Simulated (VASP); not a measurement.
Ta, 4 atoms in the cell. The cell holds a slab with vacuum, 4 atoms: a = 2.900 Å, b = 2.900 Å, c = 19.749 Å, α = 90.00°, β = 90.00°, γ = 120.00°. 

```yaml
Program: VASP 6.6.1
Task: single point
Functional: r2SCAN
Potentials_or_basis: VASP PAW PBE potentials, release 64 (Ta_pv)
Cutoff: 520 eV
k_mesh: 7 × 7 × 1
Occupations: fermi-dirac, width 0.15 eV
Spin: no spin polarisation
Dipole_correction: yes
Electric_field_eV/Å: 0.2
Further_INCAR_settings: ALGO = Normal; EDIFF = 1e-07; NBANDS = 30; EFIELD = -0.2
```

Potentials or basis: VASP PAW PBE potentials, release 64 (Ta_pv).

The run is started by

```bash
$ cat potpaw_PBE.64/Ta_pv/POTCAR > POTCAR
$ cp INCAR.step1 INCAR
$ mpirun -np 1 vasp_std > vasp.out
$ cp INCAR.step2 INCAR
$ mpirun -np 1 vasp_std > vasp.out
```

Hardware: 1 thread of Intel(R) Xeon(R) 6975P-C (Granite Rapids), with other jobs on the host.

Problem. How long does it take, and how much memory?

Solution. It took 2.7 min on 1 thread of Intel(R) Xeon(R) 6975P-C (Granite Rapids) (shared host), peak memory 0.31 GiB. Counts: k points 8.
